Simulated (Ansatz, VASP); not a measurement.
**KF in VASP and in Ansatz**

```
K F
1.0
     0.00000    2.67350    2.67350
     2.67350    0.00000    2.67350
     2.67350    2.67350    0.00000
K F
1 1
Direct
  0.00000 0.00000 0.00000
  0.50000 0.50000 0.50000
```

Alike in both runs: task single point; functional PBEsol; dispersion D3(BJ); k mesh 8 × 8 × 8; occupations gaussian, width 0.05 eV; no spin polarisation.

|  | VASP | Ansatz |
| --- | --- | --- |
| version | VASP 6.6.1 | Ansatz 0.2.0 |
| potentials or method | VASP PAW PBE potentials, release 64 (K_sv, F), cutoff 520 eV | scalar-relativistic, plane waves, PAW |
| valence electrons in the cell | 16 | 16 |

Ansatz gave:

| Item | Value |
| --- | --- |
| gap on the k mesh at the Fermi level (eV) | 6.04 |
| least direct gap on the mesh (eV) | 6.04 |
| pressure (GPa) | -2.1 |

What did VASP give for the same quantities?

gap on the k mesh at the Fermi level (eV): 6.02; least direct gap on the mesh (eV): 6.02; pressure (GPa): -2.1.

VASP's potentials were made for PBE, not for PBEsol.
